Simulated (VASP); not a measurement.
Input of a VASP 6.6.1 run:

Contents of INCAR:

```
ALGO = Normal
EDIFF = 1E-7
ENCUT = 520
GGA = PE
ISIF = 2
ISMEAR = -1
LASPH = True
LCHARG = False
LREAL = False
LWAVE = False
NBANDS = 22
NELM = 100
PREC = Accurate
SIGMA = 0.1
```

File KPOINTS:

```
k-points
0
Gamma
  5 5 7
```

File POSCAR:

```
Sr
1.0
    6.5747681013      0.0000000000      0.0000000000
   -3.2873840507      5.6939161997      0.0000000000
    0.0000000000      0.0000000000      3.9088442793
Sr
3
Direct
    0.0000000000      0.0000000000      0.0000000000
    0.3333333333      0.6666666667      0.5000000000
    0.6666666667      0.3333333333      0.5000000000
```

Potentials or basis: VASP PAW PBE potentials, release 64 (Sr_sv).

Command:

```console
$ cat potpaw_PBE.64/Sr_sv/POTCAR > POTCAR
$ mpirun -np 1 vasp_std > vasp.out
```

**Question.** Predict the band gap on the k mesh.

**Answer.** Zero (band 15 reaches 2.22 eV, above the bottom of band 16 at 1.93 eV).

**Question.** Predict the pressure.

**Answer.** 1.7 GPa.
